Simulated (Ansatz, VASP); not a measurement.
**SrO: VASP beside Ansatz**

```
Sr O
1.0
     0.00000    2.61194    2.61194
     2.61194    0.00000    2.61194
     2.61194    2.61194    0.00000
Sr O
1 1
Direct
  0.00000 0.00000 0.00000
  0.50000 0.50000 0.50000
```

Change from the starting cell: volume scaled by 1.05, crystal datasets.

Alike in both runs: task electric field gradients; functional PBE; k mesh 8 × 8 × 8; occupations fermi-dirac, width 0.02 eV; no spin polarisation.

```csv
,VASP,Ansatz
version,VASP 6.6.1,Ansatz 0.2.0
potentials or method,"VASP PAW PBE potentials, release 64 (Sr_sv, O), cutoff 520 eV","all-electron PAW with datasets made for the crystal, scalar-relativistic"
```

VASP gave:

* gap on the k mesh at the Fermi level (eV): 3.29
* pressure (GPa): -0.9

Task: Estimate Ansatz's values.

Result: gap on the k mesh at the Fermi level (eV): 3.33; pressure (GPa): -1.4.

Ansatz ran all-electron here, and VASP with PAW potentials.
